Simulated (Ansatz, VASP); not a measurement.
**One calculation of GaN, two programs**

```
Ga N
1.0
     0.00000    2.25350    2.25350
     2.25350    0.00000    2.25350
     2.25350    2.25350    0.00000
Ga N
1 1
Direct
  0.00000 0.00000 0.00000
  0.75000 0.75000 0.75000
```

Alike in both runs: task single point; functional revPBE; k mesh 8 × 8 × 8; no spin polarisation.

|  | VASP | Ansatz |
| --- | --- | --- |
| version | VASP 6.6.1 | Ansatz 0.2.0 |
| potentials or method | VASP PAW PBE potentials, release 64 (Ga_d, N) | plane waves, PAW |
| plane-wave cutoff (eV) | 520 | 420 |
| occupations | gaussian, width 0.01 eV | fixed |
| valence electrons in the cell | 18 | 18 |

VASP gave:

```
pressure (GPa) : 7.9
```

Task: What did Ansatz give for the same quantities?

Result: Pressure (GPa): 8.0.

VASP's potentials were made for PBE, not for revPBE.
